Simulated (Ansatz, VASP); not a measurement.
## Li4Zr3O in VASP and in Ansatz

```xyz
8
Lattice="3.2122 0.0000 0.0000 -1.6061 2.7819 0.0000 0.0000 0.0000 17.5746" Properties=species:S:1:pos:R:3 pbc="T T T"
Li    0.0000    0.0000   14.9774
Li    1.6061    0.9273    7.7989
Li    0.0000    1.8546   10.2500
Li    1.6061    0.9273   12.5721
Zr    0.0000    1.8546   -0.0777
Zr    1.6061    0.9273    2.6089
Zr    0.0000    1.8546    5.1696
O     0.0000    0.0000    1.3051
```

Alike in both runs: functional PBE; k mesh 6 × 6 × 1; occupations gaussian, width 0.2 eV; no spin polarisation.

Ansatz relaxed the structure, and its values are those at the end. VASP's run is a single point on that final structure, the one shown.

|  | VASP | Ansatz |
| --- | --- | --- |
| version | VASP 6.6.1 | Ansatz 0.2.0 |
| potentials or method | VASP PAW PBE potentials, release 64 (Li_sv, Zr_sv, O), cutoff 520 eV | scalar-relativistic, plane waves, PAW |
| valence electrons in the cell | 54 | 54 |

VASP gave:

| Item | Value |
| --- | --- |
| gap on the k mesh at the Fermi level (eV) | none |
| rms of the force components (eV/Å) | 0.026 |

Problem. Estimate Ansatz's values.

Solution. gap on the k mesh at the Fermi level (eV): none; rms of the force components (eV/Å): 0.021.

A gap of «none» marks a metal or a gap that the smearing closes.

The k mesh is coarse, so the values compare programs but aren't converged. Noted on VASP's run: the cutoff is under 1.25 times that of the potentials, so the pressure is a little rough.
